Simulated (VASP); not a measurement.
**Si3C: single point with PBE**

Crystal: Si3C.

```
Si C
1.0
     2.58129    0.00000    0.00000
    -1.29064    2.23546    0.00000
     0.00000    0.00000    8.86442
Si C
3 1
Direct
  0.00000 0.00000 0.70996
  0.00000 0.00000 0.00000
  0.00000 0.00000 0.29004
  0.00000 0.00000 0.50000
```

| Item | Value |
| --- | --- |
| Program | VASP 6.6.1 |
| Task | single point |
| Functional | PBE |
| Potentials or basis | VASP PAW PBE potentials, release 64 (Si, C) |
| Cutoff | 520 eV |
| k mesh | 6 × 6 × 2 |
| Occupations | gaussian, width 0.1 eV |
| Spin | collinear spin, ferromagnetic start |
| Starting moments | [0.0, 0.0, 0.0, 1.0] μB |

The pressure is 0.1 GPa, the largest force is 0.018 eV/Å and the band gap on the k mesh is zero (filled and empty bands overlap). The net moment is 0.00 μB per cell and the valence electrons inside the program's atomic spheres are Si 1.61; C 2.27.

Forces in eV/Å, atoms in the order of the input:
```
Si   0.000  0.000  0.018
Si   0.000  0.000  0.000
Si   0.000  0.000 -0.018
C    0.000  0.000  0.000
```

Levels at points of the mesh, in eV from the Fermi level:
Spin up:
| k point | band 4 | band 5 | band 6 | band 7 | band 8 | band 9 | band 10 | band 11 | band 12 | band 13 |
| --- | --- | --- | --- | --- | --- | --- | --- | --- | --- | --- |
| (0.00, 0.00, 0.00) | -8.45 | -7.17 | -0.81 | 1.54 | 3.72 | 3.72 | 8.94 | 11.72 | 11.72 | 12.10 |
| (0.50, 0.00, 0.00) | -6.47 | -5.50 | -5.39 | -2.76 | -1.61 | -1.55 | 1.66 | 2.65 | 3.65 | 5.71 |
| (0.00, 0.00, 0.50) | -10.25 | -4.82 | -3.35 | 3.72 | 3.72 | 4.08 | 6.61 | 11.52 | 11.52 | 13.00 |
| (0.50, 0.00, 0.50) | -6.45 | -5.40 | -4.23 | -4.19 | -2.50 | 0.03 | 1.67 | 2.35 | 4.41 | 5.78 |
Spin down:
| k point | band 5 | band 6 | band 7 | band 8 | band 9 | band 10 | band 11 | band 12 |
| --- | --- | --- | --- | --- | --- | --- | --- | --- |
| (0.00, 0.00, 0.00) | -7.17 | -0.81 | 1.54 | 3.72 | 3.72 | 8.94 | 11.72 | 11.72 |
| (0.50, 0.00, 0.00) | -5.50 | -5.39 | -2.76 | -1.61 | -1.55 | 1.66 | 2.65 | 3.65 |
| (0.00, 0.00, 0.50) | -4.82 | -3.35 | 3.72 | 3.72 | 4.08 | 6.61 | 11.52 | 11.52 |
| (0.50, 0.00, 0.50) | -5.40 | -4.23 | -4.19 | -2.50 | 0.03 | 1.67 | 2.35 | 4.41 |

Wall time 19 s on 1 thread of Intel(R) Xeon(R) 6975P-C (Granite Rapids) (shared host), peak memory 0.18 GiB.

Caveat: the k points lie up to 0.47 Å⁻¹ apart.
